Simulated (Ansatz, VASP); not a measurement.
**Two plane-wave programs on Zr2B3**

```
Zr B
1.0
     4.05021    0.00000    0.00000
    -2.02510    3.50758    0.00000
     0.00000    0.00000    4.42540
Zr B
2 3
Cartesian
  0.0000 2.3384 2.2127
  2.0251 1.1692 2.2127
  2.0654 0.0000 0.0000
  -1.0327 1.7887 0.0000
  0.9924 1.7189 0.0000
```

Alike in both runs: task relaxation of cell and atoms; functional PBE; k mesh 6 × 6 × 4; occupations gaussian, width 0.1 eV; no spin polarisation.

```csv
,VASP,Ansatz
version,VASP 6.6.1,Ansatz 0.2.0
potentials or method,"VASP PAW PBE potentials, release 64 (Zr_sv, B), cutoff 600 eV","scalar-relativistic, plane waves, PAW"
valence electrons in the cell,33,33
```

Ansatz gave:

- gap on the k mesh at the Fermi level, each at its own relaxed structure (eV): none
- relaxed volume (Å³/atom): 19.46
- relaxed length of the cell vector where the two differ most in proportion (Å): 5.604

Question: Which values does VASP return?

Answer: gap on the k mesh at the Fermi level, each at its own relaxed structure (eV): none; relaxed volume (Å³/atom): 19.30; relaxed length of the cell vector where the two differ most in proportion (Å): 5.562.

A gap of «none» marks a metal or a gap that the smearing closes.

Noted on VASP's run: the volume moved by over 15 % at a fixed basis, so the end points are rough.
